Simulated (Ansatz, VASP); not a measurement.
**Si2W: VASP beside Ansatz**

```xyz
9
Lattice="4.4733 0.0000 0.0000 -2.2367 3.8740 0.0000 0.0000 0.0000 6.7986" Properties=species:S:1:pos:R:3 pbc="T T T"
Si    2.2367    2.6862    3.3993
Si   -1.2079    3.2801    5.6655
Si    1.2079    3.2801    1.1331
Si    0.0000    1.1879    3.3993
Si    3.4446    0.5939    5.6655
Si    1.0287    0.5939    1.1331
W    -1.1183    1.9370    1.1331
W     1.1183    1.9370    5.6655
W     2.2367    0.0000    3.3993
```

Alike in both runs: task single point; functional LDA; k mesh 9 × 9 × 6; occupations gaussian, width 0.03 eV; no spin polarisation.

```csv
,VASP,Ansatz
version,VASP 6.6.1,Ansatz 0.2.0
potentials or method,"VASP PAW LDA potentials, release 64 (Si, W_sv), cutoff 520 eV","scalar-relativistic, plane waves, PAW"
valence electrons in the cell,66,66
```

|  | VASP | Ansatz | Ansatz less VASP |
| --- | --- | --- | --- |
| gap on the k mesh at the Fermi level (eV) | 0.10 | 0.10 | -0.002 |
| least direct gap on the mesh (eV) | 0.91 | 0.91 | 0.000 |
| pressure (GPa) | 2.2 | 1.5 | -0.69 |
| traceless stress, the component that is largest in VASP (GPa) | -11.13 | -10.99 | +0.138 |
| rms of the force components (eV/Å) | 0.888 | 0.889 | +0.0009 |

Ansatz warns that its potentials were made for another functional, while VASP's fit it. LDA's correlation is that of Perdew and Zunger in VASP and of Perdew and Wang (1992) in Ansatz. Atom by atom the forces differ by 0.001 eV/Å (rms over components).

Neither program's run includes spin-orbit coupling.
